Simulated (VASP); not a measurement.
# Be2Se3 (P1) in VASP: single point with PBE

Aim: the single point of Be2Se3 with PBE.

Everything below comes from runs of VASP 6.6.1. Logs are shortened: lines on timing, memory, paths and dates and some standing lists are left out, and cuts for length are marked.

## 1. The cell of the first run

The typed cell holds 10 atoms: a = 3.722 Å, b = 3.780 Å, c = 17.368 Å, α = 86.69°, β = 90.29°, γ = 60.50°.

## 2. Single point, PBE

INCAR

```
SYSTEM = Be2Se3
PREC = Accurate
ENCUT = 520
EDIFF = 1E-7
ISMEAR = 0
SIGMA = 0.1
LREAL = .False.
LASPH = .True.
NELM = 80
ALGO = Normal
ISIF = 2
LWAVE = .False.
LCHARG = .False.
GGA = PE
NBANDS = 33
```

KPOINTS

```
regular mesh
0
Gamma
  4 4 1
  0 0 0
```

POSCAR

```
Be2Se3
1.0
    3.7216196888      0.0002735413     -0.0370581304
    1.8607069324      3.2897300397     -0.0138182532
    0.0839738484      1.1756379073     17.3277724490
Be Se
4 6
Direct
    0.6682602826      0.9291781979      0.6456078343
    0.4019417772      0.9266756338      0.1463895863
    0.2756090363      0.2738834340      0.8536724133
    0.4515395151      0.2756296928      0.3544945210
   -0.0216223508      0.2893768920      0.6078630640
    0.7299475562      0.2866166734      0.1088347754
    0.6252148649      0.5818465095      0.8912114916
    0.7958606486      0.5833660878      0.3922135521
    0.3156988092      0.9473670431      0.7492703678
    0.7369062406      0.9473470759      0.2504423944
```

Potentials or basis: VASP PAW PBE potentials, release 64 (Be, Se).

The run is started by

```sh
$ cat potpaw_PBE.64/Be/POTCAR potpaw_PBE.64/Se/POTCAR > POTCAR
$ mpirun -np 1 vasp_std > vasp.out
```

OUTCAR:

```text
SYSTEM = Be2Se3
   PREC = Accurate
   ENCUT = 520
   EDIFF = 1E-7
   ISMEAR = 0
   LREAL = .False.
   LASPH = .True.
   NELM = 80
   ISIF = 2
   GGA = PE

 ion  position               nearest neighbor table
   1  0.668  0.929  0.646-   9 2.22   5 2.25   5 2.25   5 2.31
   2  0.402  0.927  0.146-  10 2.22   6 2.25   6 2.25   6 2.30
   3  0.276  0.274  0.854-   9 2.22   7 2.23   7 2.25   7 2.32
   4  0.452  0.276  0.354-  10 2.22   8 2.23   8 2.25   8 2.33
   5  0.978  0.289  0.608-   1 2.25   1 2.25   1 2.31   9 2.70
   6  0.730  0.287  0.109-   2 2.25   2 2.25   2 2.30  10 2.70
   7  0.625  0.582  0.891-   3 2.23   3 2.25   3 2.32   9 2.71
   8  0.796  0.583  0.392-   4 2.23   4 2.25   4 2.33  10 2.70
   9  0.316  0.947  0.749-   3 2.22   1 2.22   5 2.70   7 2.71
  10  0.737  0.947  0.250-   4 2.22   2 2.22   6 2.70   8 2.70

  LATTYP: Found a triclinic cell.
 ALAT       =     3.7794259397
 B/A-ratio  =     0.9847538376
 C/A-ratio  =     4.5953569973
 COS(alpha) =     0.0050943163
 COS(beta)  =     0.0626693278
 COS(gamma) =     0.4923525864

  Lattice vectors:

 A1 = (  -1.8609127564,   3.2894564984,   0.0232398772)
 A2 = (  -3.7216196888,  -0.0002735413,   0.0370581304)
 A3 = (   0.0839738484,   1.1756379073,  17.3277724490)

Analysis of symmetry for initial positions (statically):
=====================================================================
 Subroutine PRICEL returns:
 Original cell was already a primitive cell.

 Routine SETGRP: Setting up the symmetry group for a
 triclinic supercell.

 Subroutine GETGRP returns: Found  1 space group operations
 (whereof  1 operations were pure point group operations)
 out of a pool of  2 trial point group operations.

The static configuration has the point symmetry C_1 .

Analysis of symmetry for dynamics (positions and initial velocities):
=====================================================================
 Subroutine PRICEL returns:
 Original cell was already a primitive cell.

 Routine SETGRP: Setting up the symmetry group for a
 triclinic supercell.

 Subroutine GETGRP returns: Found  1 space group operations
 (whereof  1 operations were pure point group operations)
 out of a pool of  2 trial point group operations.

The dynamic configuration has the point symmetry C_1 .

 Subroutine INISYM returns: Found  1 space group operations
 (whereof  1 operations are pure point group operations),
 and found     1 'primitive' translations

----------------------------------------------------------------------------------------

                                     Primitive cell

  volume of cell :     212.1269

  direct lattice vectors                    reciprocal lattice vectors
     3.721619689  0.000273541 -0.037058130     0.268801102 -0.151998968  0.009010015
     1.860706932  3.289730040 -0.013818253    -0.000227726  0.304018478 -0.020625647
     0.083973848  1.175637907 17.327772449     0.000574691 -0.000082630  0.057713644

  length of vectors
     3.721804198  3.779516499 17.367811438     0.308931868  0.304717417  0.057716564

  position of ions in fractional coordinates (direct lattice)
     0.668260283  0.929178198  0.645607834
     0.401941777  0.926675634  0.146389586
     0.275609036  0.273883434  0.853672413
     0.451539515  0.275629693  0.354494521
     0.978377649  0.289376892  0.607863064
     0.729947556  0.286616673  0.108834775
     0.625214865  0.581846509  0.891211492
     0.795860649  0.583366088  0.392213552
     0.315698809  0.947367043  0.749270368
     0.736906241  0.947347076  0.250442394

  ion indices of the primitive-cell ions
   primitive index   ion index
                 1           1
                 2           2
                 3           3
                 4           4
                 5           5
                 6           6
                 7           7
                 8           8
                 9           9
                10          10

----------------------------------------------------------------------------------------

 KPOINTS: regular mesh

Automatic generation of k-mesh.
 Grid dimensions read from file:
 generate k-points for:    4    4    1

 Generating k-lattice:

  Cartesian coordinates                     Fractional coordinates (reciprocal lattice)
     0.067200275 -0.037999742  0.002252504     0.250000000  0.000000000 -0.000000000
    -0.000056931  0.076004620 -0.005156412    -0.000000000  0.250000000  0.000000000
     0.000574691 -0.000082630  0.057713644     0.000000000  0.000000000  1.000000000

  Length of vectors
     0.077232967  0.076179354  0.057716564

  Shift w.r.t. Gamma in fractional coordinates (k-lattice)
     0.000000000  0.000000000  0.000000000

 Subroutine IBZKPT returns following result:
 ===========================================

 Found     10 irreducible k-points:

 Following reciprocal coordinates:
            Coordinates               Weight
  0.000000  0.000000  0.000000      1.000000
  0.250000  0.000000 -0.000000      2.000000
  0.500000  0.000000 -0.000000      1.000000
  0.000000  0.250000  0.000000      2.000000
  0.250000  0.250000 -0.000000      2.000000
  0.500000  0.250000 -0.000000      2.000000
 -0.250000  0.250000  0.000000      2.000000
  0.000000  0.500000  0.000000      1.000000
  0.250000  0.500000  0.000000      2.000000
  0.500000  0.500000 -0.000000      1.000000
   k-points           NKPTS =     10   k-points in BZ     NKDIM =     10   number of bands    NBANDS=     33
   number of dos      NEDOS =    301   number of ions     NIONS =     10
   total plane-waves  NPLWV = 109760
   dimension x,y,z NGX =    28 NGY =   28 NGZ =  140
   dimension x,y,z NGXF=    56 NGYF=   56 NGZF=  280
   ions per type =               4   6
   NGX,Y,Z   is equivalent  to a cutoff of  12.51, 12.32, 13.40 a.u.
   NGXF,Y,Z  is equivalent  to a cutoff of  25.01, 24.63, 26.80 a.u.
 SYSTEM =  Be2Se3
   PREC   = accura    normal or accurate (medium, high low for compatibility)
   ISTART =      0    job   : 0-new  1-cont  2-samecut
   ICHARG =      2    charge: 1-file 2-atom 10-const
   ISPIN  =      1    spin polarized calculation?
   LNONCOLLINEAR =      F non collinear calculations
   LSORBIT =      F    spin-orbit coupling
   LASPH  =      T    aspherical Exc in radial PAW
   ENCUT  =  520.0 eV  38.22 Ry    6.18 a.u.   6.92  7.03 32.29*2*pi/ulx,y,z
   NELM   =     80;   NELMIN=  2; NELMDL= -5     # of ELM steps
   EDIFF  = 0.1E-06   stopping-criterion for ELM
   LREAL  =      F    real-space projection
   EDIFFG = 0.1E-05   stopping-criterion for IOM
   NSW    =      0    number of steps for IOM
   IBRION =     -1    ionic relax: 0-MD 1-quasi-New 2-CG
   NFREE  =      0    steps in history (QN), initial steepest desc. (CG)
   ISIF   =      2    stress and relaxation
   ISYM   =      2    0-nonsym 1-usesym 2-fastsym
   POTIM  = 0.5000    time-step for ionic-motion
   TEBEG  =    0.0;   TEEND  =   0.0 temperature during run
   PSTRESS=    0.0 pullay stress
   NELECT =      44.0000    total number of electrons
   NUPDOWN=      -1.0000    fix difference up-down
   EMIN   =  10.00;   EMAX   =-10.00  energy-range for DOS
   EFERMI =   0.00;   METHOD = LEGACY
   ISMEAR =     0;   SIGMA  =   0.10  broadening in eV -4-tet -1-fermi 0-gaus
   EFERMI_NEDOS =   21; number of points for ismear=-14 and -15
   IALGO  =     38    algorithm
   IMIX   =      4    mixing-type and parameters
     AMIX     =   0.40;   BMIX     =  1.00
     AMIX_MAG =   1.60;   BMIX_MAG =  1.00
  volume/ion in A,a.u.               =      21.21       143.15
  Fermi-wavevector in a.u.,A,eV,Ry     =   0.969082  1.831299 12.777500  0.939120
  Thomas-Fermi vector in A             =   2.099105
   LORBIT       =      0    0 simple, 1 ext, 2 COOP (PROOUT), +10 PAW based schemes
   GGA     = PE    functional components
   LHFCALC =     F    Hartree Fock is set to
   AEXX    =    0.0000 exact exchange contribution
   IVDW    =     0    specifies the selected vdW correction
   LEPSILON=     F    determine dielectric tensor
   LRPA    =     F    only Hartree local field effects (RPA)
 non-spin polarized calculation
 Gauss-broadening in eV      SIGMA  =   0.10
  energy-cutoff  :      520.00
  volume of cell :      212.13
 maximum number of plane-waves:      5739
   NGX = 13   NGY = 15   NGZ = 65

 number of electron      44.0000000 magnetization

 Free energy of the ion-electron system (eV)
  ---------------------------------------------------
  ext. energy  EPLUGINS =         0.00000000
  ---------------------------------------------------
  free energy    TOTEN  =       -40.29007650 eV

  energy without entropy =      -40.29007650  energy(sigma->0) =      -40.29007650

 E-fermi :   2.8680     XC(G=0):  -8.7020

 val. band max:        2.4291610242   @ k =   0.0000   0.0000   0.0000
 cond. band min:       3.5800167729   @ k =   0.0000   0.5000   0.0000
 fundamental gap:      1.1508557487
 Fermi energy:         2.8679908021

 k-point     1 :       0.0000    0.0000    0.0000
  band No.  band energies     occupation
      1     -11.9531      2.00000
      2     -11.9174      2.00000
      3     -10.9920      2.00000
      4     -10.8874      2.00000
      5      -9.4210      2.00000
      6      -9.3116      2.00000
[... 25 lines left out ...]
     32       7.2618      0.00000
     33       7.5480      0.00000

 k-point     2 :       0.2500    0.0000   -0.0000
  band No.  band energies     occupation
      1     -11.5826      2.00000
      2     -11.5134      2.00000
      3     -10.6277      2.00000
      4     -10.5397      2.00000
      5      -9.2031      2.00000
      6      -9.0609      2.00000
[... 25 lines left out ...]
     32       8.4768      0.00000
     33       8.6391      0.00000

 k-point     3 :       0.5000    0.0000   -0.0000
  band No.  band energies     occupation
      1     -11.1507      2.00000
      2     -10.9478      2.00000
      3     -10.1666      2.00000
      4     -10.1532      2.00000
      5      -9.0853      2.00000
      6      -8.7418      2.00000
[... 25 lines left out ...]
     32       8.0760      0.00000
     33       8.9428      0.00000

 k-point     4 :       0.0000    0.2500    0.0000
  band No.  band energies     occupation
      1     -11.5425      2.00000
      2     -11.5216      2.00000
      3     -10.6262      2.00000
      4     -10.5670      2.00000
      5      -9.2396      2.00000
      6      -9.1847      2.00000
[... 25 lines left out ...]
     32       8.2829      0.00000
     33       8.6697      0.00000

 k-point     5 :       0.2500    0.2500   -0.0000
  band No.  band energies     occupation
      1     -11.5844      2.00000
      2     -11.5111      2.00000
      3     -10.6281      2.00000
      4     -10.5391      2.00000
      5      -9.2033      2.00000
      6      -9.0618      2.00000
[... 25 lines left out ...]
     32       8.4857      0.00000
     33       8.6409      0.00000

 k-point     6 :       0.5000    0.2500   -0.0000
  band No.  band energies     occupation
      1     -11.0819      2.00000
      2     -11.0528      2.00000
      3     -10.2018      2.00000
      4     -10.1154      2.00000
      5      -8.9449      2.00000
      6      -8.8637      2.00000
[... 25 lines left out ...]
     32       8.5392      0.00000
     33       8.7602      0.00000

 k-point     7 :      -0.2500    0.2500    0.0000
  band No.  band energies     occupation
      1     -11.0874      2.00000
      2     -10.9807      2.00000
      3     -10.1949      2.00000
      4     -10.1664      2.00000
      5      -9.1027      2.00000
      6      -8.9292      2.00000
[... 25 lines left out ...]
     32       8.6433      0.00000
     33       8.8390      0.00000

 k-point     8 :       0.0000    0.5000    0.0000
  band No.  band energies     occupation
      1     -10.9971      2.00000
      2     -10.9714      2.00000
      3     -10.2371      2.00000
      4     -10.1589      2.00000
      5      -9.1774      2.00000
      6      -9.1048      2.00000
[... 25 lines left out ...]
     32       8.3077      0.00000
     33       8.7748      0.00000

 k-point     9 :       0.2500    0.5000    0.0000
  band No.  band energies     occupation
      1     -11.0886      2.00000
      2     -10.9791      2.00000
      3     -10.1946      2.00000
      4     -10.1665      2.00000
      5      -9.1010      2.00000
      6      -8.9323      2.00000
[... 25 lines left out ...]
     32       8.6454      0.00000
     33       8.8385      0.00000

 k-point    10 :       0.5000    0.5000   -0.0000
  band No.  band energies     occupation
      1     -11.1527      2.00000
      2     -10.9443      2.00000
      3     -10.1675      2.00000
      4     -10.1520      2.00000
      5      -9.0875      2.00000
      6      -8.7430      2.00000
[... 25 lines left out ...]
     32       8.0816      0.00000
     33       8.9494      0.00000

------------------------ aborting loop because EDIFF is reached ----------------------------------------

  FORCE on cell =-STRESS in cart. coord.  units (eV):
  Direction    XX          YY          ZZ          XY          YZ          ZX
  --------------------------------------------------------------------------------------
  -------------------------------------------------------------------------------------
  Total        0.1391422      0.1372653      0.1841010     -0.0027957      0.0400529      0.0084823
  in kB        1.0509301      1.0367539      1.3904998     -0.0211157      0.3025163      0.0640664
  external PRESSURE =       1.1593946 kB  Pullay stress =       0.0000000 kB

 VOLUME and BASIS-vectors are now :
 -----------------------------------------------------------------------------
  energy-cutoff  :      520.00
  volume of cell :      212.13
      direct lattice vectors                 reciprocal lattice vectors
     3.721619689  0.000273541 -0.037058130     0.268801102 -0.151998968  0.009010015
     1.860706932  3.289730040 -0.013818253    -0.000227726  0.304018478 -0.020625647
     0.083973848  1.175637907 17.327772449     0.000574691 -0.000082630  0.057713644

 POSITION                                       TOTAL-FORCE (eV/Angst)
 -----------------------------------------------------------------------------------
      4.27015      3.81593     11.14934         0.009282      0.003199     -0.009031
      3.23244      3.22072      2.50891        -0.007978      0.003979     -0.009893
      1.60701      1.90469     14.77824         0.008975      0.003063      0.009232
      2.22309      1.32363      6.12206        -0.007334      0.004180      0.008599
      4.23064      1.66687     10.49266        -0.001815     -0.004685     -0.016810
      3.25904      1.07104      1.85485        -0.001087     -0.002898     -0.018009
      3.48430      2.96203     15.41150        -0.003935      0.005216      0.014695
      4.08030      2.38044      6.75863         0.002618      0.002831      0.011783
      3.00060      3.99754     12.95840        -0.011912     -0.007601      0.004087
      4.52625      3.41115      4.29921         0.013186     -0.007283      0.005346
 -----------------------------------------------------------------------------------
    total drift:                                0.000117      0.000016      0.000090

  FREE ENERGIE OF THE ION-ELECTRON SYSTEM (eV)
  ---------------------------------------------------
  free  energy   TOTEN  =       -40.2900765011 eV

  energy  without entropy=      -40.2900765011  energy(sigma->0) =      -40.29007650
```

It took 63 s on 1 thread of Intel Xeon 6975P-C (Granite Rapids), shared host; peak memory 0.32 GiB.

What came out:

| Quantity | Value |
| --- | --- |
| Free energy | -40.2901 eV |
| Pressure | 0.1 GPa |
| Largest force | 0.018 eV/Å |
| Band gap on the k mesh | 1.15 eV, indirect (least direct gap 1.51 eV) |

Forces on the atoms (eV/Å):
```
Be   0.009  0.003 -0.009
Be  -0.008  0.004 -0.010
Be   0.009  0.003  0.009
Be  -0.007  0.004  0.009
Se  -0.002 -0.005 -0.017
Se  -0.001 -0.003 -0.018
Se  -0.004  0.005  0.015
Se   0.003  0.003  0.012
Se  -0.012 -0.008  0.004
Se   0.013 -0.007  0.005
```

Caveat: the k points lie up to 0.49 Å⁻¹ apart.
